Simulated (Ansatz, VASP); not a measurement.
Two plane-wave programs on KMgH3

File INCAR:

```
SYSTEM = KMgH3
ALGO     = Normal         ! electronic algorithm
EDIFF    = 1E-6           ! SCF threshold, eV
ENCUT    = 520            ! plane-wave cutoff, eV
GGA      = CA             ! functional
ISIF     = 2              ! what is computed and relaxed
ISMEAR   = 0              ! smearing method
LASPH    = .True.         ! aspherical terms in the spheres
LCHARG   = .True.         ! write CHGCAR
LELF     = .True.         ! ELF
LREAL    = .False.        ! projectors in reciprocal space
LVHAR    = .True.       
LWAVE    = .False.        ! write WAVECAR
NBANDS   = 15             ! bands
NELM     = 100            ! most SCF steps
PREC     = Accurate       ! precision mode
SIGMA    = 0.05           ! smearing width, eV
```

File KPOINTS:

```
k-points
0
Gamma
  8 8 8
  0 0 0
```

POSCAR

```
KMgH3
1.0
    3.8237500000      0.0000000000      0.0000000000
    0.0000000000      3.8237500000      0.0000000000
    0.0000000000      0.0000000000      3.9243750000
K Mg H
1 1 3
Direct
    0.0000000000      0.0000000000      0.0000000000
    0.5000000000      0.5000000000      0.5000000000
    0.0000000000      0.5000000000      0.5000000000
    0.5000000000      0.0000000000      0.5000000000
    0.5000000000      0.5000000000      0.0000000000
```

Input for Ansatz:

```yaml
crystal:
  lattice:
    - [3.82375, 0.0, 0.0]
    - [0.0, 3.82375, 0.0]
    - [0.0, 0.0, 3.924375]
  atoms:
    - { symbol: K, position: [0.0, 0.0, 0.0] }
    - { symbol: Mg, position: [0.5, 0.5, 0.5] }
    - { symbol: H, position: [0.0, 0.5, 0.5] }
    - { symbol: H, position: [0.5, 0.0, 0.5] }
    - { symbol: H, position: [0.5, 0.5, 0.0] }
basis:
  ecutwfc: 420
kpoints:
  mp_grid: { grid: [8, 8, 8] }
hamiltonian:
  xc: lda
scf:
  occupations: { method: gaussian, width: 0.05 }
output:
  forces: true
  stress: true
  eigenvalues: true
```

Change from the starting cell: strain -0.050 along x and y, -0.025 along z, atoms carried along.

Alike in both runs: task single point; functional LDA; k mesh 8 × 8 × 8; occupations gaussian, width 0.05 eV; no spin polarisation.

|  | VASP | Ansatz |
| --- | --- | --- |
| version | VASP 6.6.1 | Ansatz 0.2.0 |
| potentials or method | VASP PAW LDA potentials, release 64 (K_sv, Mg, H), cutoff 520 eV | scalar-relativistic, plane waves, PAW |
| valence electrons in the cell | 14 | 22 |

Ansatz gave:

```
gap on the k mesh at the Fermi level (eV)                     : 2.49
least direct gap on the mesh (eV)                             : 4.84
pressure (GPa)                                                : 1.9
traceless stress, the component that is largest in VASP (GPa) : -1.20
```

Task: What did VASP give for the same quantities?

Result: gap on the k mesh at the Fermi level (eV): 2.49; least direct gap on the mesh (eV): 4.85; pressure (GPa): 1.7; traceless stress, the component that is largest in VASP (GPa): -1.21.

LDA's correlation is that of Perdew and Zunger in VASP and of Perdew and Wang (1992) in Ansatz. VASP's potentials hold 14 valence electrons a cell and Ansatz's 22, so a difference there can come from the potentials and not from the codes.
